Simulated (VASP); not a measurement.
# ZrGaH3 (P6/mmm) in VASP: a series of runs, part 2 of 2

VASP 6.6.1. Earlier steps stand in the parts before.

## 3. Relaxation of cell and atoms, PBE

Input file INCAR:

```
SYSTEM = ZrGaH3
PREC = Accurate
ENCUT = 600
EDIFF = 1E-7
ISMEAR = 0
SIGMA = 0.1
LREAL = .FALSE.
LASPH = .TRUE.
NELM = 60
ALGO = Normal
ISIF = 3
LWAVE = .FALSE.
LCHARG = .FALSE.
GGA = PE
IBRION = 2
NSW = 100
EDIFFG = -0.01
```

Input file KPOINTS:

```
Automatic mesh
0
G
  12 12 8
  0 0 0
```

Input file POSCAR:

```
ZrGaH3
1.0
    3.9049416271      0.0000000000      0.0000000000
   -1.9524708136      3.3817786494      0.0000000000
    0.0000000000      0.0000000000      5.7501987534
Zr Ga H
1 1 3
Direct
    0.0000000000      0.0000000000      0.5000000000
    0.0000000000      0.0000000000      0.0000000000
    0.5000000000      0.0000000000      0.5000000000
    0.0000000000      0.5000000000      0.5000000000
    0.5000000000      0.5000000000      0.5000000000
```

Potentials or basis: VASP PAW PBE potentials, release 64 (Zr_sv, Ga_d, H).

Started as:

```console
$ cat potpaw_PBE.64/Zr_sv/POTCAR potpaw_PBE.64/Ga_d/POTCAR potpaw_PBE.64/H/POTCAR > POTCAR
$ mpirun -np 1 vasp_std > vasp.out
```

OUTCAR:

```text
SYSTEM = ZrGaH3
   PREC = Accurate
   ENCUT = 600
   EDIFF = 1E-7
   ISMEAR = 0
   LREAL = .FALSE.
   LASPH = .TRUE.
   NELM = 60
   ISIF = 3
   GGA = PE
   IBRION = 2
   NSW = 100
   EDIFFG = -0.01

 ion  position               nearest neighbor table
   1  0.000  0.000  0.500-   3 1.95   3 1.95   5 1.95   5 1.95   4 1.95   4 1.95   2 2.88   2 2.88

   2  0.000  0.000  0.000-   1 2.88   1 2.88
   3  0.500  0.000  0.500-   1 1.95   1 1.95
   4  0.000  0.500  0.500-   1 1.95   1 1.95
   5  0.500  0.500  0.500-   1 1.95   1 1.95

  LATTYP: Found a hexagonal cell.
 ALAT       =     3.9049416271
 C/A-ratio  =     1.4725440999

  Lattice vectors:

 A1 = (   3.9049416271,   0.0000000000,   0.0000000000)
 A2 = (  -1.9524708136,   3.3817786494,   0.0000000000)
 A3 = (   0.0000000000,   0.0000000000,   5.7501987534)

Analysis of symmetry for initial positions (statically):
=====================================================================
 Subroutine PRICEL returns:
 Original cell was already a primitive cell.

 Routine SETGRP: Setting up the symmetry group for a
 hexagonal supercell.

 Subroutine GETGRP returns: Found 24 space group operations
 (whereof 24 operations were pure point group operations)
 out of a pool of 24 trial point group operations.

The static configuration has the point symmetry D_6h.

Analysis of symmetry for dynamics (positions and initial velocities):
=====================================================================
 Subroutine PRICEL returns:
 Original cell was already a primitive cell.

 Routine SETGRP: Setting up the symmetry group for a
 hexagonal supercell.

 Subroutine GETGRP returns: Found 24 space group operations
 (whereof 24 operations were pure point group operations)
 out of a pool of 24 trial point group operations.

The dynamic configuration has the point symmetry D_6h.

 Subroutine INISYM returns: Found 24 space group operations
 (whereof 24 operations are pure point group operations),
 and found     1 'primitive' translations

----------------------------------------------------------------------------------------

                                     Primitive cell

  volume of cell :      75.9351

  direct lattice vectors                    reciprocal lattice vectors
     3.904941627  0.000000000  0.000000000     0.256085774  0.147851191  0.000000000
    -1.952470814  3.381778649  0.000000000     0.000000000  0.295702381  0.000000000
     0.000000000  0.000000000  5.750198753     0.000000000  0.000000000  0.173907032

  length of vectors
     3.904941627  3.904941627  5.750198753     0.295702381  0.295702381  0.173907032

  position of ions in fractional coordinates (direct lattice)
     0.000000000  0.000000000  0.500000000
     0.000000000  0.000000000  0.000000000
     0.500000000  0.000000000  0.500000000
     1.000000000  0.500000000  0.500000000
     0.500000000  0.500000000  0.500000000

  ion indices of the primitive-cell ions
   primitive index   ion index
                 1           1
                 2           2
                 3           3
[... 27 lines left out ...]
 Found     95 irreducible k-points:

 Following reciprocal coordinates:
            Coordinates               Weight
  0.000000  0.000000  0.000000      1.000000
  0.083333  0.000000  0.000000      6.000000
  0.166667  0.000000  0.000000      6.000000
  0.250000  0.000000  0.000000      6.000000
  0.333333 -0.000000  0.000000      6.000000
  0.416667  0.000000  0.000000      6.000000
[... 16 lines left out ...]
  0.250000  0.000000  0.125000     12.000000
  0.333333 -0.000000  0.125000     12.000000
 [... further k-points ...]
   k-points           NKPTS =     95   k-points in BZ     NKDIM =     95   number of bands    NBANDS=     18
   number of dos      NEDOS =    301   number of ions     NIONS =      5
   total plane-waves  NPLWV =  49152
   dimension x,y,z NGX =    32 NGY =   32 NGZ =   48
   dimension x,y,z NGXF=    64 NGYF=   64 NGZF=   96
   ions per type =               1   1   3
   NGX,Y,Z   is equivalent  to a cutoff of  13.62, 13.62, 13.88 a.u.
   NGXF,Y,Z  is equivalent  to a cutoff of  27.25, 27.25, 27.75 a.u.
 SYSTEM =  ZrGaH3
   PREC   = accura    normal or accurate (medium, high low for compatibility)
   ISTART =      0    job   : 0-new  1-cont  2-samecut
   ICHARG =      2    charge: 1-file 2-atom 10-const
   ISPIN  =      1    spin polarized calculation?
   LNONCOLLINEAR =      F non collinear calculations
   LSORBIT =      F    spin-orbit coupling
   LASPH  =      T    aspherical Exc in radial PAW
   ENCUT  =  600.0 eV  44.10 Ry    6.64 a.u.   7.80  7.80 11.48*2*pi/ulx,y,z
   NELM   =     60;   NELMIN=  2; NELMDL= -5     # of ELM steps
   EDIFF  = 0.1E-06   stopping-criterion for ELM
   LREAL  =      F    real-space projection
   EDIFFG = -.1E-01   stopping-criterion for IOM
   NSW    =    100    number of steps for IOM
   IBRION =      2    ionic relax: 0-MD 1-quasi-New 2-CG
   NFREE  =      1    steps in history (QN), initial steepest desc. (CG)
   ISIF   =      3    stress and relaxation
   ISYM   =      2    0-nonsym 1-usesym 2-fastsym
   POTIM  = 0.5000    time-step for ionic-motion
   TEBEG  =    0.0;   TEEND  =   0.0 temperature during run
   PSTRESS=    0.0 pullay stress
   NELECT =      28.0000    total number of electrons
   NUPDOWN=      -1.0000    fix difference up-down
   EMIN   =  10.00;   EMAX   =-10.00  energy-range for DOS
   EFERMI =   0.00;   METHOD = LEGACY
   ISMEAR =     0;   SIGMA  =   0.10  broadening in eV -4-tet -1-fermi 0-gaus
   EFERMI_NEDOS =   21; number of points for ismear=-14 and -15
   IALGO  =     38    algorithm
   IMIX   =      4    mixing-type and parameters
     AMIX     =   0.40;   BMIX     =  1.00
     AMIX_MAG =   1.60;   BMIX_MAG =  1.00
  volume/ion in A,a.u.               =      15.19       102.49
  Fermi-wavevector in a.u.,A,eV,Ry     =   1.173942  2.218429 18.750731  1.378140
  Thomas-Fermi vector in A             =   2.310347
   LORBIT       =      0    0 simple, 1 ext, 2 COOP (PROOUT), +10 PAW based schemes
   GGA     = PE    functional components
   LHFCALC =     F    Hartree Fock is set to
   AEXX    =    0.0000 exact exchange contribution
   IVDW    =     0    specifies the selected vdW correction
   LEPSILON=     F    determine dielectric tensor
   LRPA    =     F    only Hartree local field effects (RPA)
 conjugate gradient relaxation of ions
 non-spin polarized calculation
 Gauss-broadening in eV      SIGMA  =   0.10
  energy-cutoff  :      600.00
  volume of cell :       75.94
 maximum number of plane-waves:      2557
 NGX is ok and might be reduce to    32
   NGX = 15   NGY = 15   NGZ = 23

--------------------------------------- Ionic step        1  -------------------------------------------

 number of electron      28.0000002 magnetization

 Free energy of the ion-electron system (eV)
  ---------------------------------------------------
  ext. energy  EPLUGINS =         0.00000000
  ---------------------------------------------------
  free energy    TOTEN  =       -19.72531178 eV

  energy without entropy =      -19.71251789  energy(sigma->0) =      -19.71891484

------------------------ aborting loop because EDIFF is reached ----------------------------------------

  FORCE on cell =-STRESS in cart. coord.  units (eV):
  Direction    XX          YY          ZZ          XY          YZ          ZX
  --------------------------------------------------------------------------------------
  -------------------------------------------------------------------------------------
  Total       -0.0520772     -0.0520772     -0.2115549      0.0000000      0.0000000     -0.0000000
  in kB       -1.0987920     -1.0987920     -4.4636605      0.0000000      0.0000000     -0.0000000
  external PRESSURE =      -2.2204148 kB  Pullay stress =       0.0000000 kB
[... 65 lines left out ...]
--------------------------------------- Ionic step        3  -------------------------------------------

 number of electron      28.0000002 magnetization

 Free energy of the ion-electron system (eV)
  ---------------------------------------------------
  ext. energy  EPLUGINS =         0.00000000
  ---------------------------------------------------
  free energy    TOTEN  =       -19.72574942 eV

  energy without entropy =      -19.71280481  energy(sigma->0) =      -19.71927712

 E-fermi :   2.7021     XC(G=0):  -8.9374

 val. band max:        2.6948345879   @ k =   0.4167   0.1667   0.5000
 cond. band min:       2.7093680385   @ k =   0.2500   0.0833   0.0000
 fundamental gap:      0.0145334505
 Fermi energy:         2.7020768624

 k-point     1 :       0.0000    0.0000    0.0000
  band No.  band energies     occupation
      1     -45.9335      2.00000
      2     -24.1506      2.00000
      3     -23.8339      2.00000
      4     -23.8339      2.00000
      5     -12.1350      2.00000
      6     -12.1350      2.00000
[... 481 lines left out ...]
      5     -12.1374      2.00000
      6     -12.1193      2.00000
[... 10 lines left out ...]
     17       4.6935      0.00000
     18       6.6356      0.00000

 [... further k-points ...]
[... 5 lines left out ...]
  --------------------------------------------------------------------------------------
  -------------------------------------------------------------------------------------
  Total        0.0098610      0.0098610     -0.0207454     -0.0000000     -0.0000000      0.0000000
  in kB        0.2091212      0.2091212     -0.4399455     -0.0000000     -0.0000000      0.0000000
  external PRESSURE =      -0.0072344 kB  Pullay stress =       0.0000000 kB
[... 20 lines left out ...]
  FREE ENERGIE OF THE ION-ELECTRON SYSTEM (eV)
  ---------------------------------------------------
  free  energy   TOTEN  =       -19.7257494192 eV

  energy  without entropy=      -19.7128048134  energy(sigma->0) =      -19.71927712

 reached required accuracy - stopping structural energy minimisation
```

Wall time 8.5 min (1 thread of AMD EPYC 9R45, shared host); peak memory 0.33 GiB.

Results:

* Free energy: -19.7257 eV
* Relaxed volume: 15.11 Å³/atom
* Relaxed cell: a = 3.902 Å, b = 3.902 Å, c = 5.731 Å, α = 90.00°, β = 90.00°, γ = 120.00°
* Space group after relaxing (to 0.05 Å): P6/mmm (No. 191)
* Energy gained by relaxing: 0.1 meV/atom
* Ionic steps: 3
* Pressure after relaxing: 0.0 GPa
* Band gap on the k mesh: zero (band 14 reaches 3.60 eV, above the bottom of band 15 at 2.05 eV)

Step by step:
```
step  energy change (eV)  largest force (eV/Å)  pressure (GPa)  volume (Å³)
   1              0.0000                0.0000           -0.22        75.94
   2             -0.0004                0.0000           -0.09        75.70
   3             -0.0004                0.0000            0.00        75.55
```

Final structure:
```
Zr Ga H
1.0
     3.90167    0.00000    0.00000
    -1.95083    3.37894    0.00000
     0.00000    0.00000    5.73062
Zr Ga H
1 1 3
Cartesian
  0.0000 0.0000 2.8653
  0.0000 0.0000 5.7306
  0.0000 3.3789 2.8653
  -0.9754 1.6895 2.8653
  0.9754 1.6895 2.8653
```
